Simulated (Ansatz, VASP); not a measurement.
# One calculation of Ag, two programs

The input INCAR:

```
SYSTEM = Ag
ALGO = Normal ; EDIFF = 1E-6
ENCUT = 520 ; GGA = PS
ISIF = 2 ; ISMEAR = -1
LASPH = .TRUE. ; LCHARG = .TRUE.
LELF = .TRUE. ; LREAL = .FALSE.
LVHAR = .TRUE. ; LWAVE = .FALSE.
NBANDS = 12 ; NELM = 80
PREC = Accurate ; SIGMA = 0.1
```

Contents of KPOINTS:

```
k-points
0
G
  16 16 16
  0 0 0
```

File POSCAR:

```
Ag
1.0
    0.0000000000      2.0271492912      2.0271492912
    2.0271492912      0.0000000000      2.0271492912
    2.0271492912      2.0271492912      0.0000000000
Ag
1
Direct
    0.0000000000      0.0000000000      0.0000000000
```

Input for Ansatz:

```yaml
crystal:
  lattice:
    - [0.0, 2.0271492912, 2.0271492912]
    - [2.0271492912, 0.0, 2.0271492912]
    - [2.0271492912, 2.0271492912, 0.0]
  atoms:
    - { symbol: Ag, position: [0.0, 0.0, 0.0] }
kpoints:
  mp_grid: { grid: [16, 16, 16] }
  band_path:
    path:
      - [0.0, 0.0, 0.0]
      - [0.5, 0.0, 0.5]
      - [0.625, 0.25, 0.625]
      - [0.375, 0.375, 0.75]
      - [0.0, 0.0, 0.0]
      - [0.5, 0.5, 0.5]
      - [0.5, 0.25, 0.75]
      - [0.5, 0.0, 0.5]
    npoints: 14
scf:
  occupations: { method: fermi_dirac, width: 0.1 }
hamiltonian:
  xc: pbesol
  pseudopotentials: { kind: all_electron, lapw: { basis_error: 0.001 } }
output:
  forces: true
  stress: true
  eigenvalues: true
  populations: true
  dos: { projected: true, de: 0.2, e_range: [-14, 8] }
```

Alike in both runs: task single point; functional PBEsol; k mesh 16 × 16 × 16; occupations fermi-dirac, width 0.1 eV; no spin polarisation.

|  | VASP | Ansatz |
| --- | --- | --- |
| version | VASP 6.6.1 | Ansatz 0.2.0 |
| potentials or method | VASP PAW PBE potentials, release 64 (Ag), cutoff 520 eV | all-electron LAPW, scalar-relativistic |

|  | VASP | Ansatz | Ansatz less VASP |
| --- | --- | --- | --- |
| pressure (GPa) | -0.2 | 0.0 | +0.20 |

VASP's potentials were made for PBE, not for PBEsol. Ansatz ran all-electron here, and VASP with PAW potentials.
